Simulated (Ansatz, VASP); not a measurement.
**One calculation of Al, two programs**

```
CELL_PARAMETERS angstrom
2.74524 0.00000 0.00000
-1.37262 2.37745 0.00000
0.00000 0.00000 2.56509
ATOMIC_POSITIONS crystal
Al 0.00000 0.00000 0.00000
```

Alike in both runs: task single point; functional PBE; k mesh 9 × 9 × 8; occupations gaussian, width 0.1 eV; no spin polarisation.

|  | VASP | Ansatz |
| --- | --- | --- |
| version | VASP 6.6.1 | Ansatz 0.2.0 |
| potentials or method | VASP PAW PBE potentials, release 64 (Al), cutoff 520 eV | scalar-relativistic, plane waves, PAW |
| valence electrons in the cell | 3 | 3 |

Ansatz gave:

| Item | Value |
| --- | --- |
| gap on the k mesh at the Fermi level (eV) | none |
| pressure (GPa) | 10.0 |
| traceless stress, the component that is largest in VASP (GPa) | 13.19 |

Problem. What did VASP give for the same quantities?

Solution. gap on the k mesh at the Fermi level (eV): none; pressure (GPa): 9.9; traceless stress, the component that is largest in VASP (GPa): 13.22.

A gap of «none» marks a metal or a gap that the smearing closes. With one functional, cell and mesh, what is left measures potentials, basis and numerics.
